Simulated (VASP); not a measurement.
Here is a VASP 6.6.1 calculation.

File POSCAR:

```
AlN
1.0
    0.0000000000      2.0345180000      2.0345180000
    2.0345180000      0.0000000000      2.0345180000
    2.0345180000      2.0345180000      0.0000000000
Al N
1 1
Direct
    0.5000000000      0.5000000000      0.5000000000
    0.0000000000      0.0000000000      0.0000000000
```

File INCAR.step1:

```
SYSTEM = AlN
  PREC = Accurate
  ENCUT = 520
  EDIFF = 1E-5
  ISMEAR = -1
  SIGMA = 0.05
  LREAL = .False.
  LASPH = .True.
  NELM = 60
  ALGO = Normal
  ISIF = 2
  LWAVE = .True.
  GGA = PE
  NBANDS = 11
```

INCAR.step2

```
SYSTEM = AlN
  PREC = Accurate
  ENCUT = 520
  EDIFF = 1E-7
  ISMEAR = -1
  SIGMA = 0.05
  LREAL = .False.
  LASPH = .True.
  NELM = 60
  ALGO = Normal
  ISIF = 2
  LWAVE = .False.
  LCHARG = .True.
  GGA = PE
  LHFCALC = .True.
  AEXX = 0.4
  HFSCREEN = 0.2
  PRECFOCK = Normal
  LELF = .True.
  LVHAR = .True.
  ISTART = 1
  NBANDS = 11
```

Contents of KPOINTS:

```
regular mesh
0
Gamma
  6 6 6
  0 0 0
```

Potentials or basis: VASP PAW PBE potentials, release 64 (Al, N).

The run is started by

```bash
$ cat potpaw_PBE.64/Al/POTCAR potpaw_PBE.64/N/POTCAR > POTCAR
$ cp INCAR.step1 INCAR
$ mpirun -np 1 vasp_std > vasp.out
$ cp INCAR.step2 INCAR
$ mpirun -np 1 vasp_std > vasp.out
```

Task: What does it give for the pressure?

Result: -12.0 GPa.

Task: What does it give for the band gap on the k mesh?

Result: 6.61 eV (least direct gap 7.85 eV).

Caveat: the k points lie up to 0.45 Å⁻¹ apart; the PAW data sets were made with another functional, which shifts forces and pressure a little. A k mesh can miss the band edges.
